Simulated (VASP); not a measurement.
# SnTe in VASP: a series of runs

SnTe is run at these levels: PBEsol; tasks: single point.

All numbers are computed with VASP 6.6.1; they aren't measurements. Logs are shortened: lines on timing, memory, paths and dates and some standing lists are left out, and cuts for length are marked.

### 1 The cell of the first run

The cell holds a slab with vacuum, 6 atoms: a = 4.447 Å, b = 4.447 Å, c = 22.289 Å, α = 90.00°, β = 90.00°, γ = 90.00°.

### 2 Single point, PBEsol

Contents of INCAR:

```
PREC = Accurate ; ENCUT = 400
EDIFF = 1E-6 ; ISMEAR = 0
SIGMA = 0.05 ; LREAL = False
LASPH = True ; NELM = 120
ALGO = Normal ; ISIF = 2
LWAVE = False ; LCHARG = False
LDIPOL = True ; IDIPOL = 3
DIPOL = 0.5 0.5 0.500 ; GGA = PS
NBANDS = 39 ; GGA_COMPAT = False
NELMDL = -8
```

Contents of KPOINTS:

```
Automatic mesh
0
Gamma
  8 8 1
```

Contents of POSCAR:

```
SnTe
1.0
    4.4472071520      0.0000000000      0.0000000000
    0.0000000000      4.4472071520      0.0000000000
    0.0000000000      0.0000000000     22.2893006680
Sn Te
3 3
Direct
    0.5000000000      0.5000000000      0.3650211426
    0.0000000000      0.0000000000      0.4999999219
    0.5000000000      0.5000000000      0.6349800902
    0.0000000000      0.0000000000      0.3618562009
    0.5000000000      0.5000000000      0.5000005123
    0.0000000000      0.0000000000      0.6381421321
```

Potentials or basis: VASP PAW PBE potentials, release 64 (Sn_d, Te).

Started as:

```console
> cat potpaw_PBE.64/Sn_d/POTCAR potpaw_PBE.64/Te/POTCAR > POTCAR
> mpirun -np 1 vasp_std > vasp.out
```

OUTCAR:

```text
PREC = Accurate
   ENCUT = 400
   EDIFF = 1E-6
   ISMEAR = 0
   LREAL = False
   LASPH = True
   NELM = 120
   ISIF = 2
   GGA = PS
   NELMDL = -8

 ion  position               nearest neighbor table
   1  0.500  0.500  0.365-   5 3.01   4 3.15   4 3.15   4 3.15   4 3.15
   2  0.000  0.000  0.500-   6 3.08   4 3.08   5 3.14   5 3.14   5 3.14   5 3.14
   3  0.500  0.500  0.635-   5 3.01   6 3.15   6 3.15   6 3.15   6 3.15
   4  0.000  0.000  0.362-   2 3.08   1 3.15   1 3.15   1 3.15   1 3.15
   5  0.500  0.500  0.500-   1 3.01   3 3.01   2 3.14   2 3.14   2 3.14   2 3.14
   6  0.000  0.000  0.638-   2 3.08   3 3.15   3 3.15   3 3.15   3 3.15

  LATTYP: Found a simple tetragonal cell.
 ALAT       =     4.4472071520
 C/A-ratio  =     5.0119771592

  Lattice vectors:

 A1 = (   4.4472071520,   0.0000000000,   0.0000000000)
 A2 = (   0.0000000000,   4.4472071520,   0.0000000000)
 A3 = (   0.0000000000,   0.0000000000,  22.2893006680)

Analysis of symmetry for initial positions (statically):
=====================================================================
 Subroutine PRICEL returns:
 Original cell was already a primitive cell.

 Routine SETGRP: Setting up the symmetry group for a
 simple tetragonal supercell.

 Subroutine GETGRP returns: Found 16 space group operations
 (whereof 16 operations were pure point group operations)
 out of a pool of 16 trial point group operations.

The static configuration has the point symmetry D_4h.

Analysis of symmetry for dynamics (positions and initial velocities):
=====================================================================
 Subroutine PRICEL returns:
 Original cell was already a primitive cell.

 Routine SETGRP: Setting up the symmetry group for a
 simple tetragonal supercell.

 Subroutine GETGRP returns: Found 16 space group operations
 (whereof 16 operations were pure point group operations)
 out of a pool of 16 trial point group operations.

The dynamic configuration has the point symmetry D_4h.

 Subroutine INISYM returns: Found 16 space group operations
 (whereof 16 operations are pure point group operations),
 and found     1 'primitive' translations

----------------------------------------------------------------------------------------

                                     Primitive cell

  volume of cell :     440.8300

  direct lattice vectors                    reciprocal lattice vectors
     4.447207152  0.000000000  0.000000000     0.224860225  0.000000000  0.000000000
     0.000000000  4.447207152  0.000000000     0.000000000  0.224860225  0.000000000
     0.000000000  0.000000000 22.289300668     0.000000000  0.000000000  0.044864575

  length of vectors
     4.447207152  4.447207152 22.289300668     0.224860225  0.224860225  0.044864575

  position of ions in fractional coordinates (direct lattice)
     0.500000000  0.500000000  0.365021143
     0.000000000  0.000000000  0.499999922
     0.500000000  0.500000000  0.634980090
     0.000000000  0.000000000  0.361856201
     0.500000000  0.500000000  0.500000512
     0.000000000  0.000000000  0.638142132

  ion indices of the primitive-cell ions
   primitive index   ion index
                 1           1
                 2           2
                 3           3
                 4           4
                 5           5
                 6           6

----------------------------------------------------------------------------------------

 KPOINTS: Automatic mesh

Automatic generation of k-mesh.
 Grid dimensions read from file:
 generate k-points for:    8    8    1

 Generating k-lattice:

  Cartesian coordinates                     Fractional coordinates (reciprocal lattice)
     0.028107528  0.000000000  0.000000000     0.125000000  0.000000000  0.000000000
     0.000000000  0.028107528  0.000000000     0.000000000  0.125000000  0.000000000
     0.000000000  0.000000000  0.044864575     0.000000000  0.000000000  1.000000000

  Length of vectors
     0.028107528  0.028107528  0.044864575

  Shift w.r.t. Gamma in fractional coordinates (k-lattice)
     0.000000000  0.000000000  0.000000000

 Subroutine IBZKPT returns following result:
 ===========================================

 Found     15 irreducible k-points:

 Following reciprocal coordinates:
            Coordinates               Weight
  0.000000  0.000000  0.000000      1.000000
  0.125000  0.000000  0.000000      4.000000
  0.250000  0.000000  0.000000      4.000000
  0.375000  0.000000  0.000000      4.000000
  0.500000  0.000000  0.000000      2.000000
  0.125000  0.125000  0.000000      4.000000
  0.250000  0.125000  0.000000      8.000000
  0.375000  0.125000  0.000000      8.000000
  0.500000  0.125000  0.000000      4.000000
  0.250000  0.250000  0.000000      4.000000
  0.375000  0.250000  0.000000      8.000000
  0.500000  0.250000  0.000000      4.000000
  0.375000  0.375000  0.000000      4.000000
  0.500000  0.375000  0.000000      4.000000
  0.500000  0.500000  0.000000      1.000000
   k-points           NKPTS =     15   k-points in BZ     NKDIM =     15   number of bands    NBANDS=     39
   number of dos      NEDOS =    301   number of ions     NIONS =      6
   total plane-waves  NPLWV = 135000
   dimension x,y,z NGX =    30 NGY =   30 NGZ =  150
   dimension x,y,z NGXF=    60 NGYF=   60 NGZF=  300
   ions per type =               3   3
   NGX,Y,Z   is equivalent  to a cutoff of  11.21, 11.21, 11.19 a.u.
   NGXF,Y,Z  is equivalent  to a cutoff of  22.43, 22.43, 22.38 a.u.
 SYSTEM =  unknown system
   PREC   = accura    normal or accurate (medium, high low for compatibility)
   ISTART =      0    job   : 0-new  1-cont  2-samecut
   ICHARG =      2    charge: 1-file 2-atom 10-const
   ISPIN  =      1    spin polarized calculation?
   LNONCOLLINEAR =      F non collinear calculations
   LSORBIT =      F    spin-orbit coupling
   LASPH  =      T    aspherical Exc in radial PAW
   ENCUT  =  400.0 eV  29.40 Ry    5.42 a.u.   7.25  7.25 36.35*2*pi/ulx,y,z
   NELM   =    120;   NELMIN=  2; NELMDL= -8     # of ELM steps
   EDIFF  = 0.1E-05   stopping-criterion for ELM
   LREAL  =      F    real-space projection
   EDIFFG = 0.1E-04   stopping-criterion for IOM
   NSW    =      0    number of steps for IOM
   IBRION =     -1    ionic relax: 0-MD 1-quasi-New 2-CG
   NFREE  =      0    steps in history (QN), initial steepest desc. (CG)
   ISIF   =      2    stress and relaxation
   ISYM   =      2    0-nonsym 1-usesym 2-fastsym
   POTIM  = 0.5000    time-step for ionic-motion
   TEBEG  =    0.0;   TEEND  =   0.0 temperature during run
   PSTRESS=    0.0 pullay stress
   NELECT =      60.0000    total number of electrons
   NUPDOWN=      -1.0000    fix difference up-down
   EMIN   =  10.00;   EMAX   =-10.00  energy-range for DOS
   EFERMI =   0.00;   METHOD = LEGACY
   ISMEAR =     0;   SIGMA  =   0.05  broadening in eV -4-tet -1-fermi 0-gaus
   EFERMI_NEDOS =   21; number of points for ismear=-14 and -15
   IALGO  =     38    algorithm
   IMIX   =      4    mixing-type and parameters
     AMIX     =   0.40;   BMIX     =  1.00
     AMIX_MAG =   1.60;   BMIX_MAG =  1.00
  volume/ion in A,a.u.               =      73.47       495.81
  Fermi-wavevector in a.u.,A,eV,Ry     =   0.842109  1.591355  9.648533  0.709147
  Thomas-Fermi vector in A             =   1.956762
   LORBIT       =      0    0 simple, 1 ext, 2 COOP (PROOUT), +10 PAW based schemes
   GGA     = PS    functional components
   LHFCALC =     F    Hartree Fock is set to
   AEXX    =    0.0000 exact exchange contribution
   IVDW    =     0    specifies the selected vdW correction
   LEPSILON=     F    determine dielectric tensor
   LRPA    =     F    only Hartree local field effects (RPA)
 non-spin polarized calculation
 Gauss-broadening in eV      SIGMA  =   0.05
  energy-cutoff  :      400.00
  volume of cell :      440.83
 maximum number of plane-waves:      8050
 NGX is ok and might be reduce to    30
   NGX = 15   NGY = 15   NGZ = 73

 dipolmoment           0.000000      0.000000     -0.000001 electrons x Angstroem

 number of electron      59.9999954 magnetization

 dipolmoment           0.000000      0.000000      0.000012 electrons x Angstroem

 Free energy of the ion-electron system (eV)
  ---------------------------------------------------
  ext. energy  EPLUGINS =         0.00000000
  ---------------------------------------------------
  free energy    TOTEN  =       -24.31921180 eV

  energy without entropy =      -24.31920543  energy(sigma->0) =      -24.31920862

 E-fermi :   0.5602     XC(G=0):  -4.6080

 val. band max:        0.4413190519   @ k =   0.5000   0.0000   0.0000
 cond. band min:       0.6788068112   @ k =   0.5000   0.0000   0.0000
 fundamental gap:      0.2374877593
 Fermi energy:         0.5601949128

 k-point     1 :       0.0000    0.0000    0.0000
  band No.  band energies     occupation
      1     -21.2826      2.00000
      2     -21.2812      2.00000
      3     -21.2457      2.00000
      4     -21.2457      2.00000
      5     -21.2453      2.00000
      6     -21.2453      2.00000
[... 31 lines left out ...]
     38       4.5786      0.00000
     39       4.5786      0.00000

 k-point     2 :       0.1250    0.0000    0.0000
  band No.  band energies     occupation
      1     -21.2819      2.00000
      2     -21.2806      2.00000
      3     -21.2460      2.00000
      4     -21.2457      2.00000
      5     -21.2457      2.00000
      6     -21.2453      2.00000
[... 535 lines left out ...]
     38       5.4266      0.00000
     39       5.5491      0.00000

 k-point    15 :       0.5000    0.5000    0.0000
  band No.  band energies     occupation
      1     -21.2751      2.00000
      2     -21.2733      2.00000
      3     -21.2478      2.00000
      4     -21.2478      2.00000
      5     -21.2474      2.00000
      6     -21.2474      2.00000
[... 31 lines left out ...]
     38       5.7597      0.00000
     39       5.7597      0.00000

------------------------ aborting loop because EDIFF is reached ----------------------------------------

 vacuum level on the upper side and lower side of the slab       (xc-potential included)        -0.171        -0.172

  FORCE on cell =-STRESS in cart. coord.  units (eV):
  Direction    XX          YY          ZZ          XY          YZ          ZX
  --------------------------------------------------------------------------------------
  -------------------------------------------------------------------------------------
  Total       -0.4971421     -0.4971421      0.0012149      0.0000000      0.0000000     -0.0000000
  in kB       -1.8068412     -1.8068412      0.0044155      0.0000000      0.0000000     -0.0000000
  external PRESSURE =      -1.2030890 kB  Pullay stress =       0.0000000 kB

 VOLUME and BASIS-vectors are now :
 -----------------------------------------------------------------------------
  energy-cutoff  :      400.00
  volume of cell :      440.83
      direct lattice vectors                 reciprocal lattice vectors
     4.447207152  0.000000000  0.000000000     0.224860225  0.000000000  0.000000000
     0.000000000  4.447207152  0.000000000     0.000000000  0.224860225  0.000000000
     0.000000000  0.000000000 22.289300668     0.000000000  0.000000000  0.044864575

 POSITION                                       TOTAL-FORCE (eV/Angst)
 -----------------------------------------------------------------------------------
      2.22360      2.22360      8.13607         0.000000     -0.000000     -0.003916
      0.00000      0.00000     11.14465        -0.000000     -0.000000      0.000000
      2.22360      2.22360     14.15326        -0.000000     -0.000000      0.003916
      0.00000      0.00000      8.06552        -0.000000      0.000000     -0.005600
      2.22360      2.22360     11.14466        -0.000000     -0.000000      0.000000
      0.00000      0.00000     14.22374         0.000000      0.000000      0.005600
 -----------------------------------------------------------------------------------
    total drift:                                0.000000      0.000000     -0.007368

  FREE ENERGIE OF THE ION-ELECTRON SYSTEM (eV)
  ---------------------------------------------------
  free  energy   TOTEN  =       -24.3192118020 eV

  energy  without entropy=      -24.3192054299  energy(sigma->0) =      -24.31920862

 vacuum level on the upper side and lower side of the slab         4.472         4.472
```

It took 5.7 min on 1 thread of Oxide Virtual Turin-like, shared host; peak memory 0.38 GiB.

What came out:

| Property | Result |
| --- | --- |
| Free energy | -24.3192 eV |
| Largest force | 0.006 eV/Å |
| Band gap on the k mesh | 0.24 eV |

Forces on the atoms (eV/Å):
```
Sn   0.000  0.000 -0.004
Sn   0.000  0.000  0.000
Sn   0.000  0.000  0.004
Te   0.000  0.000 -0.006
Te   0.000  0.000  0.000
Te   0.000  0.000  0.006
```

Caveat: semilocal functionals underestimate gaps, and a narrow one can read as zero; the PAW data sets were made with another functional, which shifts forces and pressure a little; spin-orbit coupling is left out, which moves the levels of the heavy elements.

(Continued in part 2 of 2.)
